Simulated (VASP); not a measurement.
Set up this calculation in VASP 6.6.1, as the native input.

| Property | Result |
| --- | --- |
| Task | single point |
| Functional | BLYP |
| Dispersion | D4 |
| Potentials or basis | VASP PAW PBE potentials, release 64 (Ga_d, N) |
| Cutoff | 520 eV |
| k mesh | 10 × 10 × 10 |
| Occupations | fermi-dirac, width 0.05 eV |
| Spin | no spin polarisation |
| Dipole correction | no |
| Further INCAR settings | ALGO = Normal; EDIFF = 1e-07; NBANDS = 16 |

The structure of GaN lies in POSCAR:

```
GaN
1.0
    0.0000000000      2.2976981147      2.2976981147
    2.2976981147      0.0000000000      2.2976981147
    2.2976981147      2.2976981147      0.0000000000
Ga N
1 1
Direct
    0.0000000000      0.0000000000      0.0000000000
    0.2500000000      0.2500000000      0.2500000000
```

The input as run:

INCAR

```
SYSTEM = GaN
  AGGAC = 1.0
  AGGAX = 1.0
  ALDAC = 0.0
  ALDAX = 1.0
  ALGO = Normal
  EDIFF = 1E-7
  ENCUT = 520
  GGA = B5
  ISIF = 2
  ISMEAR = -1
  IVDW = 13
  LASPH = .TRUE.
  LCHARG = .FALSE.
  LREAL = .FALSE.
  LWAVE = .FALSE.
  NBANDS = 16
  NELM = 60
  PREC = Accurate
  SIGMA = 0.05
  VDW_A1 = 0.44488865
  VDW_A2 = 4.0933009
  VDW_S6 = 1.0
  VDW_S8 = 2.34076671
```

KPOINTS

```
k-points
0
G
  10 10 10
  0 0 0
```

Potentials or basis: VASP PAW PBE potentials, release 64 (Ga_d, N).

The run is started by

```bash
$ cat potpaw_PBE.64/Ga_d/POTCAR potpaw_PBE.64/N/POTCAR > POTCAR
$ mpirun -np 1 vasp_std > vasp.out
```

Results of the run:

```json
{
 "Pressure": "-8.9 GPa",
 "Band gap on the k mesh": "1.42 eV, direct",
 "Dispersion energy per atom": "-0.718 eV"
}
```

Caveat: the PAW data sets were made with another functional, which shifts forces and pressure a little.

Run time: 61 s on 1 thread of AMD EPYC 7R13, on a shared host, peak memory 0.12 GiB.
